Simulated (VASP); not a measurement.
A run of VASP 6.6.1:

File INCAR:

```
PREC     = Accurate       # precision mode
ENCUT    = 520            # plane-wave cutoff, eV
EDIFF    = 1E-7           # SCF threshold, eV
ISMEAR   = 0              # smearing method
SIGMA    = 0.05           # smearing width, eV
LREAL    = False          # projectors in reciprocal space
LASPH    = True           # aspherical terms in the spheres
NELM     = 150            # most SCF steps
ALGO     = Normal         # electronic algorithm
ISIF     = 2              # what is computed and relaxed
LWAVE    = False          # write WAVECAR
LCHARG   = False          # write CHGCAR
ISPIN    = 2              # spin polarisation
MAGMOM   = 0 0 1.96 0.04 0.04 0.04 0.04 0.04 0.04 # initial moments
LORBIT   = 11             # projections on sites
LMAXMIX  = 4              # l up to which the mixer works
LDAU     = True           # DFT+U
LDAUTYPE = 2            
LDAUL    = -1 2 -1        # shell
LDAUU    = 0 8 0          # U, eV
LDAUJ    = 0 0 0        
LDAUPRINT= 1            
NBANDS   = 50             # bands
```

KPOINTS

```
Automatic mesh
0
Gamma
  4 4 4
```

File POSCAR:

```
Rb2TcF6
1.0
    5.9490027400      0.0000000000      0.0000000000
   -2.9745013700      5.1519875000      0.0000000000
    0.0000000000      0.0000000000      4.7590005000
Rb Tc F
2 1 6
Direct
    0.3333333333      0.6666666667      0.3003000000
    0.6666666667      0.3333333333      0.6997000000
    0.0000000000      0.0000000000      0.0000000000
    0.3137000000      0.1568500000      0.2229000000
    0.8431500000      0.1568500000      0.2229000000
    0.8431500000      0.6863000000      0.2229000000
    0.1568500000      0.3137000000      0.7771000000
    0.1568500000      0.8431500000      0.7771000000
    0.6863000000      0.8431500000      0.7771000000
```

Potentials or basis: VASP PAW LDA potentials, release 64 (Rb_sv, Tc_pv, F).

Run with:

```bash
$ cat potpaw_LDA.64/Rb_sv/POTCAR potpaw_LDA.64/Tc_pv/POTCAR potpaw_LDA.64/F/POTCAR > POTCAR
$ mpirun -np 1 vasp_std > vasp.out
```

Hardware: 1 thread of Intel(R) Xeon(R) Platinum 8488C (Sapphire Rapids) (shared host).

Question: Estimate the wall time of this run.

Answer: It took 3.9 min on 1 thread of Intel(R) Xeon(R) Platinum 8488C (Sapphire Rapids), on a shared host, peak memory 0.32 GiB. Counts: scf iterations 17, k points 13.
